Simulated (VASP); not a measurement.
Crystal: NbCd3Rh.

```xyz
5
Lattice="4.5637 0.0000 0.0000 0.0000 4.5637 0.0000 0.0000 0.0000 4.5637" Properties=species:S:1:pos:R:3 pbc="T T T"
Nb    0.0000    0.0000    0.0000
Cd    0.0000    2.2818    2.2818
Cd    2.2818    0.0000    2.2818
Cd    2.2818    2.2818    0.0000
Rh    2.2818    2.2818    2.2818
```

```yaml
Program: VASP 6.6.1
Task: relaxation of cell and atoms
Functional: PBE
Potentials_or_basis: VASP PAW PBE potentials, release 64 (Nb_sv, Cd, Rh_pv)
Cutoff: 600 eV
k_mesh: 4 × 4 × 4
Occupations: gaussian, width 0.1 eV
Spin: no spin polarisation
```

At the start: pressure 35.7 GPa; volume 19.01 Å³/atom.

Question: Where does the relaxation end?

Answer: Over 4 steps the energy falls by 490.8 meV/atom and the volume is 24.86 Å³/atom (+30.8 %); space group Pm-3m (No. 221, to 0.1 Å) before and after.

Step by step:
```csv
step,energy change (eV),largest force (eV/Å),pressure (GPa),volume (Å³)
1,0.0000,0.0000,35.73,95.05
2,-0.7073,0.0000,-9.90,166.11
3,-2.4518,0.0000,-0.66,125.10
4,-2.4540,0.0000,-0.24,124.32
```

Final structure:
```xyz
5
Lattice="4.9909 0.0000 0.0000 0.0000 4.9909 0.0000 0.0000 0.0000 4.9909" Properties=species:S:1:pos:R:3 pbc="T T T"
Nb    0.0000    0.0000    0.0000
Cd    0.0000    2.4955    2.4955
Cd    2.4955    0.0000    2.4955
Cd    2.4955    2.4955    0.0000
Rh    2.4955    2.4955    2.4955
```

Caveat: the volume moved by over 15 % at a fixed basis, so the end points are rough.
